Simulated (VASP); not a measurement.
W, 1 atom in the cell. The structure is cubic, space group Im-3m (No. 229). Conventional cell: a = 3.133 Å, b = 3.133 Å, c = 3.133 Å, α = 90.00°, β = 90.00°, γ = 90.00°. Within 3.6 Å of W (site symmetry m-3m) lie 14 W at 2.71 to 3.13 Å. 

| Item | Value |
| --- | --- |
| Program | VASP 6.6.1 |
| Task | single point |
| Functional | LDA |
| Potentials or basis | VASP PAW LDA potentials, release 64 (W_sv) |
| Cutoff | 500 eV |
| k mesh | 11 × 11 × 11 |
| Occupations | fermi-dirac, width 0.05 eV |
| Spin | no spin polarisation |
| Dipole correction | no |
| Further INCAR settings | ALGO = Normal; EDIFF = 1e-06; NBANDS = 13 |

Potentials or basis: VASP PAW LDA potentials, release 64 (W_sv).

Launch:

```bash
$ cat potpaw_LDA.64/W_sv/POTCAR > POTCAR
$ mpirun -np 1 vasp_std > vasp.out
```

Hardware: 1 thread of Intel(R) Xeon(R) 6975P-C (Granite Rapids), with other jobs on the host.

**Question.** Estimate the wall time of this run.

**Answer.** Run time: 3.4 s on 1 thread of Intel(R) Xeon(R) 6975P-C (Granite Rapids), with other jobs on the host, peak memory 0.12 GiB. Counts: scf iterations 10, k points 56.
